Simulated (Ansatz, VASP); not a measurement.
# BaAs7: VASP beside Ansatz

```
Ba As
1.0
     8.56272    0.00000    0.00000
     0.00000    8.56272    0.00000
     0.00000    0.00000    8.56272
Ba As
1 7
Cartesian
  4.2814 4.2814 4.2814
  1.0676 4.2814 4.2814
  7.4952 4.2814 4.2814
  4.2814 1.0676 4.2814
  4.2814 7.4952 4.2814
  4.2814 4.2814 1.0676
  4.2814 4.2814 7.4952
  0.0000 0.0000 0.0000
```

Alike in both runs: functional PBE; k mesh 6 × 6 × 6; occupations gaussian, width 0.1 eV; no spin polarisation.

Ansatz relaxed the structure, and its values are those at the end. VASP's run is a single point on that final structure, the one shown.

```csv
,VASP,Ansatz
version,VASP 6.6.1,Ansatz 0.2.0
potentials or method,"VASP PAW PBE potentials, release 64 (Ba_sv, As), cutoff 520 eV","scalar-relativistic, plane waves, PAW"
valence electrons in the cell,45,115
```

|  | VASP | Ansatz | Ansatz less VASP |
| --- | --- | --- | --- |
| gap on the k mesh at the Fermi level (eV) | none | none | - |
| pressure (GPa) | 0.1 | 0.0 | -0.12 |
| rms of the force components (eV/Å) | 0.041 | 0.002 | -0.0396 |

A gap of «none» marks a metal or a gap that the smearing closes. VASP's potentials hold 45 valence electrons a cell and Ansatz's 115, so a difference there can come from the potentials and not from the codes.

Neither program's run includes spin-orbit coupling.
